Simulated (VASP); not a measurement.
Here is a VASP 6.6.1 calculation.

File INCAR:

```
PREC = Accurate ; ENCUT = 520
EDIFF = 1E-7 ; ISMEAR = -1
SIGMA = 0.1 ; LREAL = F
LASPH = T ; NELM = 60
ALGO = Normal ; ISIF = 2
LWAVE = F ; LCHARG = T
GGA = PS ; LELF = T
LVHAR = T ; NBANDS = 24
```

KPOINTS

```
regular mesh
0
Gamma
  8 8 11
```

Contents of POSCAR:

```
Sc
1.0
    5.1296478031      0.0000000000      0.0000000000
   -2.5648239015      4.4424053099      0.0000000000
    0.0000000000      0.0000000000      3.2219717977
Sc
3
Direct
    1.0000000000      1.0000000000      0.0000000000
    0.3333333333      0.6666666667      0.5000000000
    0.6666666667      0.3333333333      0.5000000000
```

Potentials or basis: VASP PAW PBE potentials, release 64 (Sc_sv).

Launch:

```bash
$ cat potpaw_PBE.64/Sc_sv/POTCAR > POTCAR
$ mpirun -np 1 vasp_std > vasp.out
```

**Question.** Predict the pressure.

**Answer.** -2.0 GPa.

**Question.** Predict the band gap on the k mesh.

**Answer.** Zero (an odd number of electrons rules out a gap without spin polarisation).

Caveat: the PAW data sets were made with another functional, which shifts forces and pressure a little.
